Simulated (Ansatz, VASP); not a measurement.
## One calculation of Hf3SnS8, two programs

```xyz
12
Lattice="7.3498 0.0000 0.0000 -3.6749 6.3651 0.0000 0.0000 0.0000 6.8986" Properties=species:S:1:pos:R:3 pbc="T T T"
Hf   -1.8375    3.1826    0.0000
Hf    3.6749    0.0000    0.0000
Hf    1.8375    3.1826    0.0000
Sn    0.0000    0.0000    0.0000
S     0.0000    2.1439    1.4623
S    -1.8182    5.2932    1.4623
S     3.6749    2.1217    1.4343
S     1.8182    5.2932    1.4623
S     1.8567    1.0719    5.4363
S     0.0000    4.2434    5.4642
S     5.4932    1.0719    5.4363
S     3.6749    4.2212    5.4363
```

Alike in both runs: functional PBE; k mesh 6 × 6 × 6; occupations gaussian, width 0.01 eV; no spin polarisation.

Ansatz relaxed the structure, and its values are those at the end. VASP's run is a single point on that final structure, the one shown.

|  | VASP | Ansatz |
| --- | --- | --- |
| version | VASP 6.6.1 | Ansatz 0.2.0 |
| potentials or method | VASP PAW PBE potentials, release 64 (Hf_pv, Sn_d, S), cutoff 520 eV | scalar-relativistic, plane waves, PAW |
| valence electrons in the cell | 92 | 140 |

```tsv
	VASP	Ansatz	Ansatz less VASP
gap on the k mesh at the Fermi level (eV)	0.09	0.07	-0.020
least direct gap on the mesh (eV)	0.09	0.07	-0.020
pressure (GPa)	-0.4	0.0	+0.41
rms of the force components (eV/Å)	0.030	0.004	-0.0261
```

VASP's potentials hold 92 valence electrons a cell and Ansatz's 140, so a difference there can come from the potentials and not from the codes.

Spin-orbit coupling is off throughout.
